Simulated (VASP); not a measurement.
# Sn (C2/m) in VASP: single point with PBEsol

Aim: the single point of Sn with PBEsol.

Program: VASP 6.6.1. These are calculated values, not measurements. Logs are shortened: lines on timing, memory, paths and dates and some standing lists are left out, and cuts for length are marked.

## Step 1: The cell of the first run

It takes space group C2/m (No. 12, monoclinic). Conventional cell: a = 5.939 Å, b = 3.196 Å, c = 3.230 Å, α = 90.00°, β = 118.09°, γ = 90.00°. Within 4.2 Å of Sn (site symmetry 2/m) lie 12 Sn at 3.20 to 3.57 Å.

## Step 2: Single point, PBEsol

INCAR

```
ALGO     = Fast           # electronic algorithm
EDIFF    = 1E-6           # SCF threshold, eV
ENCUT    = 520            # plane-wave cutoff, eV
GGA      = PS             # functional
ISIF     = 2              # what is computed and relaxed
ISMEAR   = 0              # smearing method
LASPH    = True           # aspherical terms in the spheres
LCHARG   = True           # write CHGCAR
LELF     = True           # ELF
LREAL    = False          # projectors in reciprocal space
LVHAR    = True         
LWAVE    = False          # write WAVECAR
NBANDS   = 21             # bands
NELM     = 60             # most SCF steps
PREC     = Accurate       # precision mode
SIGMA    = 0.1            # smearing width, eV
```

KPOINTS

```
k-points
0
Gamma
  11 6 13
```

POSCAR

```
Sn
1.0
    3.1962448395      0.0000000000      0.0000000000
    0.0000000000      6.3924896789      0.0000000000
    0.0000000000     -1.8504413553      2.6469408680
Sn
2
Direct
    0.0000000000      0.0000000000      0.0000000000
    0.5000000000      0.5000000000      0.0000000000
```

Potentials or basis: VASP PAW PBE potentials, release 64 (Sn_d).

Command:

```bash
$ cat potpaw_PBE.64/Sn_d/POTCAR > POTCAR
$ mpirun -np 1 vasp_std > vasp.out
```

OUTCAR:

```text
EDIFF = 1E-6
   ENCUT = 520
   GGA = PS
   ISIF = 2
   ISMEAR = 0
   LASPH = True
   LREAL = False
   NELM = 60
   PREC = Accurate

 ion  position               nearest neighbor table
   1  0.000  0.000  0.000-   2 3.37   2 3.37   2 3.37   2 3.37   2 3.57   2 3.57   2 3.57   2 3.57

   2  0.500  0.500  0.000-   1 3.37   1 3.37   1 3.37   1 3.37   1 3.57   1 3.57   1 3.57   1 3.57

  LATTYP: Found a simple monoclinic cell.
 ALAT       =     3.2296174956
 B/A-ratio  =     0.9896666846
 C/A-ratio  =     1.6277601916
 COS(beta)  =    -0.0823700403

  Lattice vectors:

 A1 = (   0.0000000000,  -1.8504413553,   2.6469408680)
 A2 = (   3.1962448395,   0.0000000000,   0.0000000000)
 A3 = (   0.0000000000,   4.5420483236,   2.6469408680)

Analysis of symmetry for initial positions (statically):
=====================================================================
 Subroutine PRICEL returns following result:

  LATTYP: Found a base centered monoclinic cell.
 ALAT       =     5.9388493756
 B/A-ratio  =     0.5381926089
 C/A-ratio  =     0.5438119897
 COS(beta)  =    -0.4708984000

  Lattice vectors:

 A1 = (  -1.5981224197,  -1.3458034841,  -2.6469408680)
 A2 = (   1.5981224197,  -1.3458034841,  -2.6469408680)
 A3 = (   0.0000000000,  -1.8504413553,   2.6469408680)

   2 primitive cells build up your supercell.

 Routine SETGRP: Setting up the symmetry group for a
 simple monoclinic supercell.

 Subroutine GETGRP returns: Found  4 space group operations
 (whereof  4 operations were pure point group operations)
 out of a pool of  4 trial point group operations.

The static configuration has the point symmetry C_2h.

Analysis of symmetry for dynamics (positions and initial velocities):
=====================================================================
 Subroutine PRICEL returns following result:

  LATTYP: Found a base centered monoclinic cell.
 ALAT       =     5.9388493756
 B/A-ratio  =     0.5381926089
 C/A-ratio  =     0.5438119897
 COS(beta)  =    -0.4708984000

  Lattice vectors:

 A1 = (  -1.5981224197,  -1.3458034841,  -2.6469408680)
 A2 = (   1.5981224197,  -1.3458034841,  -2.6469408680)
 A3 = (   0.0000000000,  -1.8504413553,   2.6469408680)

   2 primitive cells build up your supercell.

 Routine SETGRP: Setting up the symmetry group for a
 simple monoclinic supercell.

 Subroutine GETGRP returns: Found  4 space group operations
 (whereof  4 operations were pure point group operations)
 out of a pool of  4 trial point group operations.

The dynamic configuration has the point symmetry C_2h.

 Subroutine INISYM returns: Found  4 space group operations
 (whereof  4 operations are pure point group operations),
 and found     2 'primitive' translations

----------------------------------------------------------------------------------------

                                     Primitive cell

  volume of cell :      27.0411

  direct lattice vectors                    reciprocal lattice vectors
    -1.598122420 -1.345803484 -2.646940868    -0.312867146 -0.156433573 -0.109360642
     1.598122420 -1.345803484 -2.646940868     0.312867146 -0.156433573 -0.109360642
     0.000000000 -1.850441355  2.646940868     0.000000000 -0.312867146  0.159073329

  length of vectors
     3.372162251  3.372162251  3.229617496     0.366492924  0.366492924  0.350984579

  position of ions in fractional coordinates (direct lattice)
     0.000000000  0.000000000  0.000000000

  ion indices of the primitive-cell ions
   primitive index   ion index
                 1           1

----------------------------------------------------------------------------------------

 KPOINTS: k-points

Automatic generation of k-mesh.
 Grid dimensions read from file:
 generate k-points for:   11    6   13

 Generating k-lattice:

  Cartesian coordinates                     Fractional coordinates (reciprocal lattice)
     0.028442468  0.000000000  0.000000000     0.090909091  0.000000000  0.000000000
     0.000000000  0.026072262  0.018226774     0.000000000  0.166666667 -0.000000000
     0.000000000  0.000000000  0.029061124     0.000000000  0.000000000  0.076923077

  Length of vectors
     0.028442468  0.031811604  0.029061124

  Shift w.r.t. Gamma in fractional coordinates (k-lattice)
     0.000000000  0.000000000  0.000000000

 Subroutine IBZKPT returns following result:
 ===========================================

 Found    240 irreducible k-points:

 Following reciprocal coordinates:
            Coordinates               Weight
  0.000000  0.000000  0.000000      1.000000
  0.090909  0.000000  0.000000      2.000000
  0.181818  0.000000  0.000000      2.000000
  0.272727  0.000000  0.000000      2.000000
  0.363636  0.000000  0.000000      2.000000
  0.454545  0.000000  0.000000      2.000000
[... 16 lines left out ...]
  0.363636  0.500000  0.000000      2.000000
  0.454545  0.500000  0.000000      2.000000
 [... further k-points ...]
   k-points           NKPTS =    240   k-points in BZ     NKDIM =    240   number of bands    NBANDS=     21
   number of dos      NEDOS =    301   number of ions     NIONS =      2
   total plane-waves  NPLWV =  27648
   dimension x,y,z NGX =    24 NGY =   48 NGZ =   24
   dimension x,y,z NGXF=    48 NGYF=   96 NGZF=   48
   ions per type =               2
   NGX,Y,Z   is equivalent  to a cutoff of  12.48, 12.48, 12.35 a.u.
   NGXF,Y,Z  is equivalent  to a cutoff of  24.97, 24.97, 24.71 a.u.
 SYSTEM =  unknown system
   PREC   = accura    normal or accurate (medium, high low for compatibility)
   ISTART =      0    job   : 0-new  1-cont  2-samecut
   ICHARG =      2    charge: 1-file 2-atom 10-const
   ISPIN  =      1    spin polarized calculation?
   LNONCOLLINEAR =      F non collinear calculations
   LSORBIT =      F    spin-orbit coupling
   LASPH  =      T    aspherical Exc in radial PAW
   ENCUT  =  520.0 eV  38.22 Ry    6.18 a.u.   5.94 11.89  6.00*2*pi/ulx,y,z
   NELM   =     60;   NELMIN=  2; NELMDL= -5     # of ELM steps
   EDIFF  = 0.1E-05   stopping-criterion for ELM
   LREAL  =      F    real-space projection
   EDIFFG = 0.1E-04   stopping-criterion for IOM
   NSW    =      0    number of steps for IOM
   IBRION =     -1    ionic relax: 0-MD 1-quasi-New 2-CG
   NFREE  =      0    steps in history (QN), initial steepest desc. (CG)
   ISIF   =      2    stress and relaxation
   ISYM   =      2    0-nonsym 1-usesym 2-fastsym
   POTIM  = 0.5000    time-step for ionic-motion
   TEBEG  =    0.0;   TEEND  =   0.0 temperature during run
   PSTRESS=    0.0 pullay stress
   NELECT =      28.0000    total number of electrons
   NUPDOWN=      -1.0000    fix difference up-down
   EMIN   =  10.00;   EMAX   =-10.00  energy-range for DOS
   EFERMI =   0.00;   METHOD = LEGACY
   ISMEAR =     0;   SIGMA  =   0.10  broadening in eV -4-tet -1-fermi 0-gaus
   EFERMI_NEDOS =   21; number of points for ismear=-14 and -15
   IALGO  =     68    algorithm
   IMIX   =      4    mixing-type and parameters
     AMIX     =   0.40;   BMIX     =  1.00
     AMIX_MAG =   1.60;   BMIX_MAG =  1.00
  volume/ion in A,a.u.               =      27.04       182.48
  Fermi-wavevector in a.u.,A,eV,Ry     =   1.314547  2.484133 23.511322  1.728033
  Thomas-Fermi vector in A             =   2.444792
   LORBIT       =      0    0 simple, 1 ext, 2 COOP (PROOUT), +10 PAW based schemes
   GGA     = PS    functional components
   LHFCALC =     F    Hartree Fock is set to
   AEXX    =    0.0000 exact exchange contribution
   IVDW    =     0    specifies the selected vdW correction
   LEPSILON=     F    determine dielectric tensor
   LRPA    =     F    only Hartree local field effects (RPA)
 non-spin polarized calculation
 RMM-DIIS sequential band-by-band and
 Gauss-broadening in eV      SIGMA  =   0.10
  energy-cutoff  :      520.00
  volume of cell :       54.08
 maximum number of plane-waves:      1473
 NGX is ok and might be reduce to    24
   NGX = 11   NGY = 23   NGZ = 13

 number of electron      28.0000003 magnetization

 Free energy of the ion-electron system (eV)
  ---------------------------------------------------
  ext. energy  EPLUGINS =         0.00000000
  ---------------------------------------------------
  free energy    TOTEN  =        -8.45532835 eV

  energy without entropy =       -8.44992655  energy(sigma->0) =       -8.45262745

 E-fermi :   8.0796     XC(G=0): -10.5207

 val. band max:        8.0787703990   @ k =   0.4545   0.3333   0.4615
 cond. band min:       8.1066413799   @ k =   0.0909  -0.3333   0.3846
 fundamental gap:      0.0278709809
 Fermi energy:         8.0796403947

 k-point     1 :       0.0000    0.0000    0.0000
  band No.  band energies     occupation
      1     -13.5528      2.00000
      2     -13.5005      2.00000
      3     -13.4597      2.00000
      4     -13.4159      2.00000
      5     -13.3883      2.00000
      6     -13.3684      2.00000
[... 13 lines left out ...]
     20      16.2435      0.00000
     21      18.7694      0.00000

 k-point     2 :       0.0909    0.0000    0.0000
  band No.  band energies     occupation
      1     -13.5378      2.00000
      2     -13.4888      2.00000
      3     -13.4535      2.00000
      4     -13.4094      2.00000
      5     -13.3922      2.00000
      6     -13.3667      2.00000
[... 13 lines left out ...]
     20      16.6906      0.00000
     21      18.5486      0.00000

 k-point     3 :       0.1818    0.0000    0.0000
  band No.  band energies     occupation
      1     -13.5049      2.00000
      2     -13.4651      2.00000
      3     -13.4286      2.00000
      4     -13.4021      2.00000
      5     -13.3851      2.00000
      6     -13.3610      2.00000
[... 13 lines left out ...]
     20      18.5953      0.00000
     21      19.3278      0.00000
[... 457 lines left out ...]
 k-point    23 :       0.3636    0.5000    0.0000
  band No.  band energies     occupation
      1     -13.4608      2.00000
      2     -13.4608      2.00000
      3     -13.4216      2.00000
      4     -13.4216      2.00000
      5     -13.3567      2.00000
      6     -13.3567      2.00000
[... 13 lines left out ...]
     20      17.1892      0.00000
     21      18.1068      0.00000

 k-point    24 :       0.4545    0.5000    0.0000
  band No.  band energies     occupation
      1     -13.4648      2.00000
      2     -13.4648      2.00000
      3     -13.4246      2.00000
      4     -13.4246      2.00000
      5     -13.3655      2.00000
      6     -13.3655      2.00000
[... 13 lines left out ...]
     20      16.4706      0.00000
     21      18.5792      0.00000

 [... further k-points ...]

------------------------ aborting loop because EDIFF is reached ----------------------------------------

  FORCE on cell =-STRESS in cart. coord.  units (eV):
  Direction    XX          YY          ZZ          XY          YZ          ZX
  --------------------------------------------------------------------------------------
  -------------------------------------------------------------------------------------
  Total       -0.2693830     -0.6944855     -0.0248063      0.0000000      0.0098298      0.0000000
  in kB       -7.9804335    -20.5740332     -0.7348817      0.0000000      0.2912051      0.0000000
  external PRESSURE =      -9.7631161 kB  Pullay stress =       0.0000000 kB

 VOLUME and BASIS-vectors are now :
 -----------------------------------------------------------------------------
  energy-cutoff  :      520.00
  volume of cell :       54.08
      direct lattice vectors                 reciprocal lattice vectors
     3.196244839  0.000000000  0.000000000     0.312867146  0.000000000  0.000000000
     0.000000000  6.392489679  0.000000000     0.000000000  0.156433573  0.109360642
     0.000000000 -1.850441355  2.646940868     0.000000000  0.000000000  0.377794613

 POSITION                                       TOTAL-FORCE (eV/Angst)
 -----------------------------------------------------------------------------------
      0.00000      0.00000      0.00000        -0.000000     -0.000000     -0.000000
      1.59812      3.19624      0.00000         0.000000      0.000000      0.000000
 -----------------------------------------------------------------------------------
    total drift:                                0.000000     -0.000000     -0.000000

  FREE ENERGIE OF THE ION-ELECTRON SYSTEM (eV)
  ---------------------------------------------------
  free  energy   TOTEN  =        -8.4553283455 eV

  energy  without entropy=       -8.4499265494  energy(sigma->0) =       -8.45262745
```

Wall time 75 s (1 thread of Intel Xeon 6975P-C (Granite Rapids), shared host); peak memory 0.32 GiB.

Results:

```
Free energy            : -8.4553 eV
Pressure               : -1.0 GPa
Band gap on the k mesh : zero (bands 14 and 15 overlap by 5.28 eV)
```

Stress tensor (GPa, compression positive):
```
-0.80  0.00  0.00
 0.00 -2.06  0.03
 0.00  0.03 -0.07
```

Caveat: the PAW data sets were made with another functional, which shifts forces and pressure a little; spin-orbit coupling is left out, which moves the levels of the heavy elements.
